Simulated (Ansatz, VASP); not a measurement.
Si2W3 in VASP and in Ansatz

INCAR

```
PREC = Accurate ; ENCUT = 520
EDIFF = 1E-6 ; ISMEAR = 0
SIGMA = 0.15 ; LREAL = False
LASPH = True ; NELM = 80
ALGO = Fast ; ISIF = 2
LWAVE = False ; LCHARG = False
GGA = PE ; NBANDS = 61
```

Contents of KPOINTS:

```
regular mesh
0
Gamma
  6 6 12
```

File POSCAR:

```
Si2W3
1.0
    6.6300342967      0.0000000000      0.0000000000
    0.0000000000      6.6300342967      0.0000000000
    0.0000000000      0.0000000000      3.3123213826
Si W
4 6
Direct
    0.1342329886      0.6342329886      0.0905709215
    0.8657670114      0.3657670114      0.0000000000
    0.6342329886      0.8657670114      0.0000000000
    0.3657670114      0.1342329886      0.0000000000
    0.5000000000      0.5000000000      0.0000000000
    0.0000000000      0.0000000000      0.0000000000
    0.6595119696      0.1595119696      0.5000000000
    0.3404880304      0.8404880304      0.5000000000
    0.1595119696      0.3404880304      0.5000000000
    0.8404880304      0.6595119696      0.5000000000
```

Input for Ansatz:

```yaml
crystal:
  lattice:
    - [6.6300342967, 0.0, 0.0]
    - [0.0, 6.6300342967, 0.0]
    - [0.0, 0.0, 3.3123213826]
  atoms:
    - { symbol: Si, position: [0.1342329886, 0.6342329886, 0.0905709215] }
    - { symbol: Si, position: [0.8657670114, 0.3657670114, 0.0] }
    - { symbol: Si, position: [0.6342329886, 0.8657670114, 0.0] }
    - { symbol: Si, position: [0.3657670114, 0.1342329886, 0.0] }
    - { symbol: W, position: [0.5, 0.5, 0.0] }
    - { symbol: W, position: [0.0, 0.0, 0.0] }
    - { symbol: W, position: [0.6595119696, 0.1595119696, 0.5] }
    - { symbol: W, position: [0.3404880304, 0.8404880304, 0.5] }
    - { symbol: W, position: [0.1595119696, 0.3404880304, 0.5] }
    - { symbol: W, position: [0.8404880304, 0.6595119696, 0.5] }
basis:
  ecutwfc: 420
kpoints:
  mp_grid: { grid: [6, 6, 12] }
hamiltonian:
  xc: pbe
scf:
  occupations: { method: gaussian, width: 0.15 }
output:
  forces: true
  stress: true
  eigenvalues: true
```

Alike in both runs: task single point; functional PBE; k mesh 6 × 6 × 12; occupations gaussian, width 0.15 eV; no spin polarisation.

|  | VASP | Ansatz |
| --- | --- | --- |
| version | VASP 6.6.1 | Ansatz 0.2.0 |
| potentials or method | VASP PAW PBE potentials, release 64 (Si, W_sv), cutoff 520 eV | scalar-relativistic, plane waves, PAW |
| valence electrons in the cell | 100 | 100 |

Ansatz gave:

```
gap on the k mesh at the Fermi level (eV)                     : none
pressure (GPa)                                                : 1.7
traceless stress, the component that is largest in VASP (GPa) : -0.81
rms of the force components (eV/Å)                            : 0.814
```

Q: Estimate VASP's values.

A: gap on the k mesh at the Fermi level (eV): none; pressure (GPa): 1.9; traceless stress, the component that is largest in VASP (GPa): -0.78; rms of the force components (eV/Å): 0.815.

Atom by atom the forces differ by 0.004 eV/Å (rms over components). A gap of «none» marks a metal or a gap that the smearing closes. With one functional, cell and mesh, what is left measures potentials, basis and numerics.

Neither program's run includes spin-orbit coupling.
